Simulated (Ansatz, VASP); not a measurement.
# One calculation of BN, two programs

```
B N
1.0
     0.00000    1.77071    1.81933
     1.77071    0.00000    1.81933
     1.77071    1.77071    0.00000
B N
1 1
Direct
  0.00000 0.00000 0.00000
  0.25000 0.25000 0.25000
```

Change from the starting cell: epitaxial_xy strain -1.9%.

Alike in both runs: task single point; functional r2SCAN; k mesh 12 × 12 × 12; no spin polarisation.

```csv
,VASP,Ansatz
version,VASP 6.6.1,Ansatz 0.2.0
potentials or method,"VASP PAW PBE potentials, release 64 (B_h, N_h)","plane waves, PAW"
plane-wave cutoff (eV),910,500
occupations,"gaussian, width 0.01 eV",fixed
valence electrons in the cell,8,8
```

|  | VASP | Ansatz | Ansatz less VASP |
| --- | --- | --- | --- |
| gap on the k mesh at the Fermi level (eV) | 4.78 | 4.78 | +0.006 |

VASP's potentials were made for PBE, not for r2SCAN.

Noted on VASP's run: the cutoff is short for stress, so the pressure is rough.
